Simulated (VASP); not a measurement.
Here is a VASP 6.6.1 calculation.

Contents of INCAR:

```
ALGO     = Normal         # electronic algorithm
EDIFF    = 1E-6           # SCF threshold, eV
ENCUT    = 600            # plane-wave cutoff, eV
GGA      = PE             # functional
GGA_COMPAT= False        
ISIF     = 2              # what is computed and relaxed
ISMEAR   = 0              # smearing method
LASPH    = True           # aspherical terms in the spheres
LCHARG   = False          # write CHGCAR
LREAL    = False          # projectors in reciprocal space
LWAVE    = False          # write WAVECAR
NBANDS   = 16             # bands
NELM     = 120            # most SCF steps
PREC     = Accurate       # precision mode
SIGMA    = 0.01           # smearing width, eV
```

KPOINTS

```
k-points
0
Gamma
  9 9 4
```

File POSCAR:

```
BN
1.0
    2.5539396017      0.0000000000      0.0000000000
   -1.2769698009      2.2117765748      0.0000000000
    0.0000000000      0.0000000000      4.2268550000
N B
2 2
Direct
    0.3333333333      0.6666666667      0.1252760000
    0.6666666667      0.3333333333      0.6252760000
    0.3333333333      0.6666666667      0.4997240000
    0.6666666667      0.3333333333      0.9997240000
```

Potentials or basis: VASP PAW PBE potentials, release 64 (N, B).

Launch:

```sh
$ cat potpaw_PBE.64/N/POTCAR potpaw_PBE.64/B/POTCAR > POTCAR
$ mpirun -np 1 vasp_std > vasp.out
```

Q: Predict the largest force.

A: 0.015 eV/Å.

Q: Predict the band gap on the k mesh.

A: 5.20 eV (least direct gap 8.22 eV).

Q: Predict the pressure.

A: -0.1 GPa.

Forces in eV/Å, atoms in the order of the input:
```
N    0.000  0.000 -0.015
N    0.000  0.000 -0.015
B    0.000  0.000  0.015
B    0.000  0.000  0.015
```

Caveat: an odd mesh through Γ misses points on the zone boundary, where band edges can lie.
